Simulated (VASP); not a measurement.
# Al32H (a cell with a defect) in VASP: a series of runs, part 2 of 3

VASP 6.6.1.

## (3) Single point, PBEsol

INCAR

```
SYSTEM = Al32H
  PREC = Accurate
  ENCUT = 520
  EDIFF = 1E-7
  ISMEAR = -1
  SIGMA = 0.1
  LREAL = Auto
  LASPH = .TRUE.
  NELM = 100
  ALGO = Normal
  ISIF = 2
  LWAVE = .FALSE.
  LCHARG = .TRUE.
  GGA = PS
  LELF = .TRUE.
  LVHAR = .TRUE.
  NBANDS = 70
```

KPOINTS

```
Automatic mesh
0
G
  2 2 2
  0 0 0
```

POSCAR

```
Al32H
1.0
    8.1000000000      0.0000000000      0.0000000000
    0.0000000000      8.1000000000      0.0000000000
    0.0000000000      0.0000000000      8.1000000000
Al H
32 1
Direct
    0.5156419753     -0.0073209877     -0.0301604938
    0.7422962963      0.2430493827      0.0052839506
    0.7512839506      0.0100000000      0.2659506173
    0.0717777778     -0.0156790123     -0.0117283951
    0.2708395062      0.2404074074      0.0132098765
    0.4987654321      0.4903950617      0.0121728395
    0.7469382716      0.7800864198      0.0262098765
    0.2648148148      0.0154691358      0.2420493827
    0.5156049383      0.2502962963      0.2391234568
    0.7583086420      0.5132716049      0.2517901235
    0.4769629630      0.0055185185      0.4884567901
    0.7659876543      0.2187283951      0.5184938272
    0.8074320988      0.0052469136      0.7894691358
    0.0162345679      0.5080987654     -0.0071604938
    0.2593456790      0.7317530864     -0.0056913580
   -0.0327654321      0.2457407407      0.2561851852
    0.2340370370      0.5019259259      0.2395555556
    0.4496296296      0.7692716049      0.2443456790
    0.0105925926     -0.0410493827      0.5082345679
    0.2257407407      0.2605555556      0.5097777778
    0.4969629630      0.5359753086      0.4823703704
    0.7397160494      0.7608148148      0.4721111111
    0.2799753086     -0.0157283951      0.7416543210
    0.4752469136      0.2686790123      0.7203827160
    0.7174691358      0.4920123457      0.7603703704
   -0.0042839506      0.7579382716      0.2413950617
   -0.0093086420      0.4952592593      0.4817901235
    0.2392469136      0.7431111111      0.5087901235
   -0.0104938272      0.2747777778      0.7615925926
    0.2490246914      0.4977283951      0.7512098765
    0.4901234568      0.7286790123      0.7551234568
   -0.0136543210      0.7346049383      0.7686913580
    0.6194567901      0.6425555556      0.1266296296
```

Potentials or basis: VASP PAW PBE potentials, release 64 (Al, H).

Run with:

```
$ cat potpaw_PBE.64/Al/POTCAR potpaw_PBE.64/H/POTCAR > POTCAR
$ mpirun -np 1 vasp_std > vasp.out
```

OUTCAR:

```text
SYSTEM = Al32H
   PREC = Accurate
   ENCUT = 520
   EDIFF = 1E-7
   ISMEAR = -1
   LREAL = Auto
   LASPH = .TRUE.
   NELM = 100
   ISIF = 2
   GGA = PS

 ion  position               nearest neighbor table
   1  0.516  0.993  0.970-   7 2.59  23 2.66   2 2.75  31 2.76  13 2.78   5 2.84  18 2.92  15 2.97
                             8 3.00   9 3.02  24 3.03   3 3.07
   2  0.742  0.243  0.005-   9 2.64  13 2.65  16 2.73   1 2.75   6 2.81  29 2.82   3 2.83  25 2.84
                            10 2.97  14 3.09  24 3.17
   3  0.751  0.010  0.266-  16 2.59  22 2.62  12 2.66   7 2.69   9 2.73   2 2.83  26 2.85  11 2.86
                            19 2.90   1 3.07  18 3.13
   4  0.072  0.984  0.988-  15 2.55   8 2.59  23 2.61   5 2.64  13 2.68  32 2.78  26 2.82  29 3.06
                             7 3.12  16 3.15
   5  0.271  0.240  0.013-   8 2.60   4 2.64   9 2.70   6 2.74  17 2.82   1 2.84  24 2.90  30 2.98
                            14 3.00  23 3.02  29 3.07  16 3.15
   6  0.499  0.490  0.012-  33 1.83   9 2.68  25 2.70   5 2.74  15 2.76   2 2.81  17 2.83  31 2.84
                            10 2.87  30 2.93  18 2.97  24 2.97   7 3.09
   7  0.747  0.780  0.026-  33 1.72   1 2.59  26 2.67   3 2.69  13 2.69  10 2.83  32 2.87  18 2.99
                            31 3.05   6 3.09  14 3.11   4 3.12  25 3.18
   8  0.265  0.015  0.242-  18 2.49   4 2.59   5 2.60  11 2.63   9 2.78  20 2.96   1 3.00  19 3.02
                            26 3.02  16 3.05  15 3.05  28 3.09
   9  0.516  0.250  0.239-   2 2.64   6 2.68   5 2.70   3 2.73   8 2.78  11 2.85  10 2.90   1 3.02
[... 32 lines left out ...]
                            14 3.07  27 3.16   7 3.18  22 3.20
  26  0.996  0.758  0.241-   7 2.67  19 2.71  10 2.76  22 2.79   4 2.82  17 2.83   3 2.85  14 2.86
                            27 2.88  28 2.93  15 2.93   8 3.02
  27  0.991  0.495  0.482-  10 2.65  20 2.70  16 2.73  17 2.78  28 2.85  26 2.88  29 2.89  12 2.90
                            22 2.96  30 3.02  32 3.03  25 3.16
  28  0.239  0.743  0.509-  19 2.55  21 2.69  23 2.74  18 2.75  30 2.80  31 2.85  27 2.85  11 2.87
                            17 2.93  26 2.93  32 2.94   8 3.09
  29  0.990  0.275  0.762-  13 2.64  14 2.67  12 2.71  30 2.77  20 2.80  25 2.82   2 2.82  27 2.89
                             4 3.06   5 3.07  19 3.28  23 3.33
  30  0.249  0.498  0.751-  24 2.62  31 2.70  14 2.72  15 2.73  20 2.75  29 2.77  28 2.80  32 2.87
                             6 2.93  21 2.98   5 2.98  27 3.02
  31  0.490  0.729  0.755-  25 2.66  23 2.68  15 2.69  30 2.70  21 2.71   1 2.76   6 2.84  28 2.85
                             7 3.05  22 3.07  11 3.12
  32  0.986  0.735  0.769-  14 2.59  13 2.63   4 2.78  19 2.79  30 2.87  15 2.87   7 2.87  25 2.93
                            28 2.94  27 3.03  23 3.13  22 3.13
  33  0.619  0.643  0.127-   7 1.72   6 1.83  10 1.84  18 1.96

  LATTYP: Found a simple cubic cell.
 ALAT       =     8.1000000000

  Lattice vectors:

 A1 = (   8.1000000000,   0.0000000000,   0.0000000000)
 A2 = (   0.0000000000,   8.1000000000,   0.0000000000)
 A3 = (   0.0000000000,   0.0000000000,   8.1000000000)

Analysis of symmetry for initial positions (statically):
=====================================================================
 Subroutine PRICEL returns:
 Original cell was already a primitive cell.

 Routine SETGRP: Setting up the symmetry group for a
 simple cubic supercell.

 Subroutine GETGRP returns: Found  1 space group operations
 (whereof  1 operations were pure point group operations)
 out of a pool of 48 trial point group operations.

The static configuration has the point symmetry C_1 .

Analysis of symmetry for dynamics (positions and initial velocities):
=====================================================================
 Subroutine PRICEL returns:
 Original cell was already a primitive cell.

[... 138 lines left out ...]
   dimension x,y,z NGXF=   120 NGYF=  120 NGZF=  120
   ions per type =              32   1
   NGX,Y,Z   is equivalent  to a cutoff of  12.31, 12.31, 12.31 a.u.
   NGXF,Y,Z  is equivalent  to a cutoff of  24.63, 24.63, 24.63 a.u.
 SYSTEM =  Al32H
   PREC   = accura    normal or accurate (medium, high low for compatibility)
   ISTART =      0    job   : 0-new  1-cont  2-samecut
   ICHARG =      2    charge: 1-file 2-atom 10-const
   ISPIN  =      1    spin polarized calculation?
   LNONCOLLINEAR =      F non collinear calculations
   LSORBIT =      F    spin-orbit coupling
   LASPH  =      T    aspherical Exc in radial PAW
   ENCUT  =  520.0 eV  38.22 Ry    6.18 a.u.  15.06 15.06 15.06*2*pi/ulx,y,z
   NELM   =    100;   NELMIN=  2; NELMDL= -5     # of ELM steps
   EDIFF  = 0.1E-06   stopping-criterion for ELM
   LREAL  =      T    real-space projection
   EDIFFG = 0.1E-05   stopping-criterion for IOM
   NSW    =      0    number of steps for IOM
   IBRION =     -1    ionic relax: 0-MD 1-quasi-New 2-CG
   NFREE  =      0    steps in history (QN), initial steepest desc. (CG)
   ISIF   =      2    stress and relaxation
   ISYM   =      2    0-nonsym 1-usesym 2-fastsym
   POTIM  = 0.5000    time-step for ionic-motion
   TEBEG  =    0.0;   TEEND  =   0.0 temperature during run
   PSTRESS=    0.0 pullay stress
   NELECT =      97.0000    total number of electrons
   NUPDOWN=      -1.0000    fix difference up-down
   EMIN   =  10.00;   EMAX   =-10.00  energy-range for DOS
   EFERMI =   0.00;   METHOD = LEGACY
   ISMEAR =    -1;   SIGMA  =   0.10  broadening in eV -4-tet -1-fermi 0-gaus
   EFERMI_NEDOS =   21; number of points for ismear=-14 and -15
   IALGO  =     38    algorithm
   IMIX   =      4    mixing-type and parameters
     AMIX     =   0.40;   BMIX     =  1.00
     AMIX_MAG =   1.60;   BMIX_MAG =  1.00
  volume/ion in A,a.u.               =      16.10       108.68
  Fermi-wavevector in a.u.,A,eV,Ry     =   0.928639  1.754874 11.733269  0.862371
  Thomas-Fermi vector in A             =   2.054837
   LORBIT       =      0    0 simple, 1 ext, 2 COOP (PROOUT), +10 PAW based schemes
   GGA     = PS    functional components
   LHFCALC =     F    Hartree Fock is set to
   AEXX    =    0.0000 exact exchange contribution
   IVDW    =     0    specifies the selected vdW correction
   LEPSILON=     F    determine dielectric tensor
   LRPA    =     F    only Hartree local field effects (RPA)
 non-spin polarized calculation
  energy-cutoff  :      520.00
  volume of cell :      531.44
 maximum number of plane-waves:     14400
   NGX = 31   NGY = 31   NGZ = 31

 number of electron      96.9999999 magnetization

 Free energy of the ion-electron system (eV)
  ---------------------------------------------------
  ext. energy  EPLUGINS =         0.00000000
  ---------------------------------------------------
  free energy    TOTEN  =      -130.66883552 eV

  energy without entropy =     -130.24488562  energy(sigma->0) =     -130.45686057

 E-fermi :   7.6279     XC(G=0): -10.2324

 val. band max:        7.5967298505   @ k =   0.5000   0.5000   0.5000
 cond. band min:       7.6464143772   @ k =   0.5000   0.0000   0.0000
 fundamental gap:      0.0496845266
 Fermi energy:         7.6279117878

 k-point     1 :       0.0000    0.0000    0.0000
  band No.  band energies     occupation
      1      -3.4668      2.00000
      2      -1.9023      2.00000
      3      -1.2798      2.00000
      4      -1.1093      2.00000
      5      -1.0637      2.00000
      6      -1.0054      2.00000
[... 493 lines left out ...]
     59      10.8163      0.00000
     60      10.8369      0.00000
 [bands above 60 left out]

------------------------ aborting loop because EDIFF is reached ----------------------------------------

  FORCE on cell =-STRESS in cart. coord.  units (eV):
  Direction    XX          YY          ZZ          XY          YZ          ZX
  --------------------------------------------------------------------------------------
  -------------------------------------------------------------------------------------
  Total        7.6190035     10.7626854      7.6581107     -2.2041158      0.1859167      1.7559666
  in kB       22.9696140     32.4471213     23.0875137     -6.6449228      0.5604979      5.2938519
  external PRESSURE =      26.1680830 kB  Pullay stress =       0.0000000 kB

 VOLUME and BASIS-vectors are now :
 -----------------------------------------------------------------------------
  energy-cutoff  :      520.00
  volume of cell :      531.44
      direct lattice vectors                 reciprocal lattice vectors
     8.100000000  0.000000000  0.000000000     0.123456790  0.000000000  0.000000000
     0.000000000  8.100000000  0.000000000     0.000000000  0.123456790  0.000000000
     0.000000000  0.000000000  8.100000000     0.000000000  0.000000000  0.123456790

 POSITION                                       TOTAL-FORCE (eV/Angst)
 -----------------------------------------------------------------------------------
      4.17670      8.04070      7.85570        -0.273832      0.413844      0.478477
      6.01260      1.96870      0.04280         0.335968      0.465811     -0.176983
      6.08540      0.08100      2.15420        -0.292909     -0.290355     -0.519296
      0.58140      7.97300      8.00500        -1.383363      0.598374      0.283206
      2.19380      1.94730      0.10700        -0.385465      0.579771     -0.630417
      4.04000      3.97220      0.09860        -0.323343     -0.107444     -0.535458
[... 25 lines left out ...]
      7.98940      5.95030      6.22640         0.005157     -0.164274     -0.748651
      5.01760      5.20470      1.02570        -0.314245     -0.209201      0.251456
 -----------------------------------------------------------------------------------
    total drift:                               -0.007455      0.014708      0.003326

  FREE ENERGIE OF THE ION-ELECTRON SYSTEM (eV)
  ---------------------------------------------------
  free  energy   TOTEN  =      -130.6688355187 eV

  energy  without entropy=     -130.2448856162  energy(sigma->0) =     -130.45686057
```

It took 3.6 min on 1 thread of Intel Xeon 6975P-C (Granite Rapids), shared host; peak memory 0.55 GiB.

What came out:

| Item | Value |
| --- | --- |
| Free energy | -130.6688 eV |
| Pressure | 2.6 GPa |
| Largest force | 1.534 eV/Å |

Forces on the atoms (eV/Å):
```
Al  -0.274  0.414  0.478
Al   0.336  0.466 -0.177
Al  -0.293 -0.290 -0.519
Al  -1.383  0.598  0.283
Al  -0.385  0.580 -0.630
Al  -0.323 -0.107 -0.535
Al   0.825 -0.290 -0.822
Al  -0.824  0.426  0.535
Al  -0.404  0.215  0.774
Al   0.001 -0.633 -0.065
Al   0.764  0.078  0.159
Al  -0.596  0.382  0.345
Al  -0.690 -0.126 -0.708
Al  -0.777 -0.595  0.586
Al  -0.059  0.076 -0.189
Al   1.130  0.148 -0.404
Al   0.256 -0.344  0.430
Al   1.114 -0.373  0.306
Al  -0.237  1.015 -0.005
Al   0.087 -0.398 -0.657
Al  -0.085 -0.955 -0.092
Al  -0.044 -0.199  0.900
Al  -0.575  0.382 -0.043
Al   0.604 -0.602  0.287
Al   0.829  0.245 -0.229
Al   0.522 -0.056  0.029
Al  -0.028  0.434  0.711
Al   0.078 -0.419 -0.053
Al   0.483 -0.166  0.137
Al  -0.320  0.056 -0.173
Al   0.579  0.414 -0.161
Al   0.005 -0.164 -0.749
H   -0.314 -0.209  0.251
```

Caveat: the k points lie up to 0.39 Å⁻¹ apart; the PAW data sets were made with another functional, which shifts forces and pressure a little.

(Continued in part 3 of 3.)
